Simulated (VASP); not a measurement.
Input of a VASP 6.6.1 run:

INCAR

```
  PREC = Accurate
  ENCUT = 520
  EDIFF = 1E-6
  ISMEAR = 0
  SIGMA = 0.05
  LREAL = False
  LASPH = True
  NELM = 100
  ALGO = Normal
  ISIF = 2
  LWAVE = False
  LCHARG = False
  LDIPOL = True
  IDIPOL = 3
  DIPOL = 0.5 0.5 0.499
  GGA = PE
  IVDW = 12
  NBANDS = 26
```

Contents of KPOINTS:

```
regular mesh
0
Gamma
  11 6 1
```

File POSCAR:

```
C
1.0
    2.4649433565      0.0000000000      0.0000000000
   -0.0081547558      4.4132984516      0.0000000000
    0.0000000000      0.0000000000     19.4440037496
C
8
Direct
    0.7491368170      0.7405378974      0.3600081593
    0.2487948182      0.6365956441      0.3879837062
    0.2481026346      0.4291046681      0.4440108708
    0.7477606358      0.3251624149      0.4719864177
    0.7470677168      0.1126520408      0.5280156482
    0.2467276776      0.0072945126      0.5547086708
    0.2459840245      0.7810454900      0.6104676476
    0.7456546376      0.6826774530      0.6333589473
```

Potentials or basis: VASP PAW PBE potentials, release 64 (C).

Run with:

```sh
$ cat potpaw_PBE.64/C/POTCAR > POTCAR
$ mpirun -np 1 vasp_std > vasp.out
```

(1) Estimate the band gap on the k mesh.

(2) Estimate the dispersion energy per atom.

Answers

(1) zero (band 16 reaches -2.56 eV, above the bottom of band 17 at -2.84 eV).

(2) -0.116 eV.
